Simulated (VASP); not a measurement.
Input of a VASP 6.6.1 run:

Contents of INCAR:

```
SYSTEM = SrGe2Mo2
PREC = Accurate
ENCUT = 520
EDIFF = 1E-6
ISMEAR = 0
SIGMA = 0.1
LREAL = .FALSE.
LASPH = .TRUE.
NELM = 150
ALGO = Normal
ISIF = 2
LWAVE = .FALSE.
LCHARG = .FALSE.
ISPIN = 2
MAGMOM = 0 0 0 1 1
LORBIT = 11
LMAXMIX = 4
GGA = PE
NBANDS = 45
```

Contents of KPOINTS:

```
Automatic mesh
0
G
  4 4 4
  0 0 0
```

The input POSCAR:

```
SrGe2Mo2
1.0
    4.6607622628      0.0000000000      0.0000000000
    0.0000000000      4.6607622628      0.0000000000
    0.0000000000      0.0000000000      4.9666801441
Sr Ge Mo
1 2 2
Direct
    0.0000000000      0.0000000000      0.0000000000
    0.0000000000      0.5000000000      0.5000000000
    0.5000000000      0.0000000000      0.5000000000
    0.5000000000      0.5000000000      0.2167716198
    0.5000000000      0.5000000000      0.7832283802
```

Potentials or basis: VASP PAW PBE potentials, release 64 (Sr_sv, Ge_d, Mo_sv).

The run is started by

```bash
$ cat potpaw_PBE.64/Sr_sv/POTCAR potpaw_PBE.64/Ge_d/POTCAR potpaw_PBE.64/Mo_sv/POTCAR > POTCAR
$ mpirun -np 1 vasp_std > vasp.out
```

(1) Predict the pressure.

(2) Predict the net moment.

(3) Estimate the largest force.

Answers

(1) 0.5 GPa.

(2) 0.00 μB per cell.

(3) 0.299 eV/Å.
